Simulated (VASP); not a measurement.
# MgS (Imm2) in VASP: single point with PBEsol

Aim: the single point of MgS with PBEsol.

All numbers are computed with VASP 6.6.1; they aren't measurements. Logs are shortened: lines on timing, memory, paths and dates and some standing lists are left out, and cuts for length are marked.

**1. The cell of the first run**

Symmetry: Imm2, No. 44, orthorhombic system. Conventional cell: a = 3.679 Å, b = 5.203 Å, c = 3.679 Å, α = 90.00°, β = 90.00°, γ = 90.00°. Mg (site symmetry mm2) has 4 S at 2.20 to 2.68 Å within 2.9 Å. S (site symmetry mm2) has 4 Mg at 2.20 to 2.68 Å within 2.9 Å.

**2. Single point, PBEsol (atom 1 (Mg) moved by (-0.450, -0.450) A along x and z)**

Input file INCAR:

```
PREC = Accurate
ENCUT = 520
EDIFF = 1E-6
ISMEAR = 0
SIGMA = 0.05
LREAL = False
LASPH = True
NELM = 60
ALGO = Normal
ISIF = 2
LWAVE = False
LCHARG = False
GGA = PS
NBANDS = 11
```

Input file KPOINTS:

```
regular mesh
0
Gamma
  8 8 8
```

Input file POSCAR:

```
MgS
1.0
    0.0000000000      2.6016500000      2.6016500000
    2.6016500000      0.0000000000      2.6016500000
    2.6016500000      2.6016500000      0.0000000000
Mg S
1 1
Direct
    0.0000000000     -0.1729671555      0.0000000000
    0.5000000000      0.5000000000      0.5000000000
```

Potentials or basis: VASP PAW PBE potentials, release 64 (Mg, S).

On the command line:

```sh
$ cat potpaw_PBE.64/Mg/POTCAR potpaw_PBE.64/S/POTCAR > POTCAR
$ mpirun -np 1 vasp_std > vasp.out
```

OUTCAR:

```text
PREC = Accurate
   ENCUT = 520
   EDIFF = 1E-6
   ISMEAR = 0
   LREAL = False
   LASPH = True
   NELM = 60
   ISIF = 2
   GGA = PS

 ion  position               nearest neighbor table
   1  0.000  0.827  0.000-   2 2.20   2 2.20   2 2.68   2 2.68   2 3.08   2 3.08
   2  0.500  0.500  0.500-   1 2.20   1 2.20   1 2.68   1 2.68   1 3.08   1 3.08

  LATTYP: Found a face centered cubic cell.
 ALAT       =     5.2033000000

  Lattice vectors:

 A1 = (   0.0000000000,   2.6016500000,   2.6016500000)
 A2 = (   2.6016500000,   0.0000000000,   2.6016500000)
 A3 = (   2.6016500000,   2.6016500000,   0.0000000000)

Analysis of symmetry for initial positions (statically):
=====================================================================
 Subroutine PRICEL returns:
 Original cell was already a primitive cell.

 Routine SETGRP: Setting up the symmetry group for a
 face centered cubic supercell.

 Subroutine GETGRP returns: Found  4 space group operations
 (whereof  4 operations were pure point group operations)
 out of a pool of 48 trial point group operations.

The static configuration has the point symmetry C_2v.

Analysis of symmetry for dynamics (positions and initial velocities):
=====================================================================
 Subroutine PRICEL returns:
 Original cell was already a primitive cell.

 Routine SETGRP: Setting up the symmetry group for a
 face centered cubic supercell.

 Subroutine GETGRP returns: Found  4 space group operations
 (whereof  4 operations were pure point group operations)
 out of a pool of 48 trial point group operations.

The dynamic configuration has the point symmetry C_2v.

 Subroutine INISYM returns: Found  4 space group operations
 (whereof  4 operations are pure point group operations),
 and found     1 'primitive' translations

----------------------------------------------------------------------------------------

                                     Primitive cell

  volume of cell :      35.2190

  direct lattice vectors                    reciprocal lattice vectors
     0.000000000  2.601650000  2.601650000    -0.192185728  0.192185728  0.192185728
     2.601650000  0.000000000  2.601650000     0.192185728 -0.192185728  0.192185728
     2.601650000  2.601650000  0.000000000     0.192185728  0.192185728 -0.192185728

  length of vectors
     3.679288715  3.679288715  3.679288715     0.332875446  0.332875446  0.332875446

  position of ions in fractional coordinates (direct lattice)
     0.000000000  0.827032845  0.000000000
     0.500000000  0.500000000  0.500000000

  ion indices of the primitive-cell ions
   primitive index   ion index
                 1           1
                 2           2

----------------------------------------------------------------------------------------

 KPOINTS: regular mesh

Automatic generation of k-mesh.
 Grid dimensions read from file:
 generate k-points for:    8    8    8

 Generating k-lattice:

  Cartesian coordinates                     Fractional coordinates (reciprocal lattice)
    -0.024023216  0.024023216  0.024023216     0.125000000  0.000000000  0.000000000
     0.024023216 -0.024023216  0.024023216     0.000000000  0.125000000  0.000000000
     0.024023216  0.024023216 -0.024023216     0.000000000  0.000000000  0.125000000

  Length of vectors
     0.041609431  0.041609431  0.041609431

  Shift w.r.t. Gamma in fractional coordinates (k-lattice)
     0.000000000  0.000000000  0.000000000

 Subroutine IBZKPT returns following result:
 ===========================================

 Found     95 irreducible k-points:

 Following reciprocal coordinates:
            Coordinates               Weight
  0.000000  0.000000  0.000000      1.000000
  0.125000  0.000000  0.000000      4.000000
  0.000000  0.125000  0.000000      4.000000
  0.250000  0.000000  0.000000      4.000000
  0.000000  0.250000  0.000000      4.000000
  0.375000  0.000000  0.000000      4.000000
[... 16 lines left out ...]
  0.500000  0.375000  0.500000      4.000000
 -0.375000  0.125000  0.000000      8.000000
 [... further k-points ...]
   k-points           NKPTS =     95   k-points in BZ     NKDIM =     95   number of bands    NBANDS=     11
   number of dos      NEDOS =    301   number of ions     NIONS =      2
   total plane-waves  NPLWV =  21952
   dimension x,y,z NGX =    28 NGY =   28 NGZ =   28
   dimension x,y,z NGXF=    56 NGYF=   56 NGZF=   56
   ions per type =               1   1
   NGX,Y,Z   is equivalent  to a cutoff of  12.65, 12.65, 12.65 a.u.
   NGXF,Y,Z  is equivalent  to a cutoff of  25.30, 25.30, 25.30 a.u.
 SYSTEM =  unknown system
   PREC   = accura    normal or accurate (medium, high low for compatibility)
   ISTART =      0    job   : 0-new  1-cont  2-samecut
   ICHARG =      2    charge: 1-file 2-atom 10-const
   ISPIN  =      1    spin polarized calculation?
   LNONCOLLINEAR =      F non collinear calculations
   LSORBIT =      F    spin-orbit coupling
   LASPH  =      T    aspherical Exc in radial PAW
   ENCUT  =  520.0 eV  38.22 Ry    6.18 a.u.   6.84  6.84  6.84*2*pi/ulx,y,z
   NELM   =     60;   NELMIN=  2; NELMDL= -5     # of ELM steps
   EDIFF  = 0.1E-05   stopping-criterion for ELM
   LREAL  =      F    real-space projection
   EDIFFG = 0.1E-04   stopping-criterion for IOM
   NSW    =      0    number of steps for IOM
   IBRION =     -1    ionic relax: 0-MD 1-quasi-New 2-CG
   NFREE  =      0    steps in history (QN), initial steepest desc. (CG)
   ISIF   =      2    stress and relaxation
   ISYM   =      2    0-nonsym 1-usesym 2-fastsym
   POTIM  = 0.5000    time-step for ionic-motion
   TEBEG  =    0.0;   TEEND  =   0.0 temperature during run
   PSTRESS=    0.0 pullay stress
   NELECT =       8.0000    total number of electrons
   NUPDOWN=      -1.0000    fix difference up-down
   EMIN   =  10.00;   EMAX   =-10.00  energy-range for DOS
   EFERMI =   0.00;   METHOD = LEGACY
   ISMEAR =     0;   SIGMA  =   0.05  broadening in eV -4-tet -1-fermi 0-gaus
   EFERMI_NEDOS =   21; number of points for ismear=-14 and -15
   IALGO  =     38    algorithm
   IMIX   =      4    mixing-type and parameters
     AMIX     =   0.40;   BMIX     =  1.00
     AMIX_MAG =   1.60;   BMIX_MAG =  1.00
  volume/ion in A,a.u.               =      17.61       118.83
  Fermi-wavevector in a.u.,A,eV,Ry     =   0.998878  1.887606 13.575323  0.997758
  Thomas-Fermi vector in A             =   2.131131
   LORBIT       =      0    0 simple, 1 ext, 2 COOP (PROOUT), +10 PAW based schemes
   GGA     = PS    functional components
   LHFCALC =     F    Hartree Fock is set to
   AEXX    =    0.0000 exact exchange contribution
   IVDW    =     0    specifies the selected vdW correction
   LEPSILON=     F    determine dielectric tensor
   LRPA    =     F    only Hartree local field effects (RPA)
 non-spin polarized calculation
 Gauss-broadening in eV      SIGMA  =   0.05
  energy-cutoff  :      520.00
  volume of cell :       35.22
 maximum number of plane-waves:       960
   NGX = 13   NGY = 13   NGZ = 13

 number of electron       8.0000000 magnetization

 Free energy of the ion-electron system (eV)
  ---------------------------------------------------
  ext. energy  EPLUGINS =         0.00000000
  ---------------------------------------------------
  free energy    TOTEN  =        -8.35877398 eV

  energy without entropy =       -8.35877398  energy(sigma->0) =       -8.35877398

 E-fermi :   3.8717     XC(G=0):  -9.7491

 val. band max:        3.6189935906   @ k =   0.0000   0.0000   0.0000
 cond. band min:       6.4123631174   @ k =   0.5000   0.5000   0.0000
 fundamental gap:      2.7933695268
 Fermi energy:         3.8716905814

 k-point     1 :       0.0000    0.0000    0.0000
  band No.  band energies     occupation
      1      -9.1369      2.00000
      2       3.0361      2.00000
      3       3.5992      2.00000
      4       3.6190      2.00000
      5       7.1145      0.00000
      6      11.3365      0.00000
      7      11.5219      0.00000
      8      11.8235      0.00000
      9      14.4729      0.00000
     10      14.8246      0.00000
     11      15.2642      0.00000

 k-point     2 :       0.1250    0.0000    0.0000
  band No.  band energies     occupation
      1      -8.9878      2.00000
      2       2.2143      2.00000
      3       3.3729      2.00000
      4       3.5506      2.00000
      5       7.8393      0.00000
      6      10.8554      0.00000
      7      11.7685      0.00000
      8      12.1515      0.00000
      9      13.5660      0.00000
     10      14.3979      0.00000
     11      15.7490      0.00000

 k-point     3 :       0.0000    0.1250    0.0000
  band No.  band energies     occupation
      1      -8.9914      2.00000
      2       2.5613      2.00000
      3       2.9488      2.00000
      4       3.5343      2.00000
      5       7.9561      0.00000
      6      11.1290      0.00000
      7      11.5827      0.00000
      8      11.8509      0.00000
      9      13.8913      0.00000
     10      13.9237      0.00000
     11      16.1486      0.00000

 k-point     4 :       0.2500    0.0000    0.0000
  band No.  band energies     occupation
      1      -8.5855      2.00000
      2       0.5968      2.00000
      3       3.1394      2.00000
      4       3.3748      2.00000
      5       8.2817      0.00000
      6      11.0696      0.00000
      7      11.7239      0.00000
      8      12.1752      0.00000
      9      13.6707      0.00000
     10      14.4449      0.00000
     11      15.2177      0.00000

 k-point     5 :       0.0000    0.2500    0.0000
  band No.  band energies     occupation
      1      -8.5999      2.00000
      2       0.8453      2.00000
      3       2.7560      2.00000
      4       3.3397      2.00000
      5       8.5428      0.00000
      6      11.1724      0.00000
      7      11.5083      0.00000
      8      11.7835      0.00000
      9      14.0346      0.00000
     10      14.2650      0.00000
     11      15.6711      0.00000
[... 211 lines left out ...]
 k-point    21 :       0.0000    0.5000    0.1250
  band No.  band energies     occupation
      1      -7.8484      2.00000
      2      -0.8686      2.00000
      3       2.0163      2.00000
      4       2.8305      2.00000
      5       8.6636      0.00000
      6       9.9337      0.00000
      7      11.3366      0.00000
      8      13.1535      0.00000
      9      15.3417      0.00000
     10      17.3400      0.00000
     11      17.7735      0.00000

 k-point    22 :       0.1250    0.0000    0.5000
  band No.  band energies     occupation
      1      -7.8146      2.00000
      2      -1.0864      2.00000
      3       2.2417      2.00000
      4       2.9638      2.00000
      5       8.5661      0.00000
      6       9.6527      0.00000
      7      11.7368      0.00000
      8      13.4366      0.00000
      9      14.8692      0.00000
     10      17.3940      0.00000
     11      18.2233      0.00000

 k-point    23 :       0.5000    0.3750    0.5000
  band No.  band energies     occupation
      1      -7.8491      2.00000
      2      -0.8787      2.00000
      3       2.3449      2.00000
      4       2.4528      2.00000
      5       8.8363      0.00000
      6       9.8544      0.00000
      7      11.2671      0.00000
      8      12.9831      0.00000
      9      16.0111      0.00000
     10      17.3828      0.00000
     11      17.5500      0.00000

 k-point    24 :      -0.3750    0.1250    0.0000
  band No.  band energies     occupation
      1      -7.8961      2.00000
      2      -0.9102      2.00000
      3       2.2812      2.00000
      4       2.9599      2.00000
      5       8.6778      0.00000
      6      10.0901      0.00000
      7      11.3828      0.00000
      8      13.0029      0.00000
      9      15.1963      0.00000
     10      16.0799      0.00000
     11      18.1844      0.00000

 [... further k-points ...]

------------------------ aborting loop because EDIFF is reached ----------------------------------------

  FORCE on cell =-STRESS in cart. coord.  units (eV):
  Direction    XX          YY          ZZ          XY          YZ          ZX
  --------------------------------------------------------------------------------------
  -------------------------------------------------------------------------------------
  Total        4.3820397     -0.7477624      4.3820397      0.0000000      0.0000000     -1.6258118
  in kB      199.3472639    -34.0171253    199.3472639      0.0000000      0.0000000    -73.9612503
  external PRESSURE =     121.5591342 kB  Pullay stress =       0.0000000 kB

 VOLUME and BASIS-vectors are now :
 -----------------------------------------------------------------------------
  energy-cutoff  :      520.00
  volume of cell :       35.22
      direct lattice vectors                 reciprocal lattice vectors
     0.000000000  2.601650000  2.601650000    -0.192185728  0.192185728  0.192185728
     2.601650000  0.000000000  2.601650000     0.192185728 -0.192185728  0.192185728
     2.601650000  2.601650000  0.000000000     0.192185728  0.192185728 -0.192185728

 POSITION                                       TOTAL-FORCE (eV/Angst)
 -----------------------------------------------------------------------------------
      2.15165      0.00000      2.15165         1.847925      0.000000      1.847925
      2.60165      2.60165      2.60165        -1.847925     -0.000000     -1.847925
 -----------------------------------------------------------------------------------
    total drift:                                0.000226      0.000000      0.000226

  FREE ENERGIE OF THE ION-ELECTRON SYSTEM (eV)
  ---------------------------------------------------
  free  energy   TOTEN  =        -8.3587739751 eV

  energy  without entropy=       -8.3587739751  energy(sigma->0) =       -8.35877398
```

Run time: 1.7 min. Hardware: 1 thread of Intel Xeon 8259CL, shared host; peak memory 0.18 GiB.

What came out:

* Free energy: -8.3588 eV
* Pressure: 12.2 GPa
* Largest force: 2.613 eV/Å
* Band gap on the k mesh: 2.79 eV, indirect (least direct gap 3.50 eV)

Forces in eV/Å, atoms in the order of the input:
```
Mg   1.848  0.000  1.848
S   -1.848  0.000 -1.848
```

Caveat: the cell differs from its parent crystal (atom 1 (Mg) moved by (-0.450, -0.450) A along x and z); the PAW data sets were made with another functional, which shifts forces and pressure a little. A k mesh can miss the band edges.
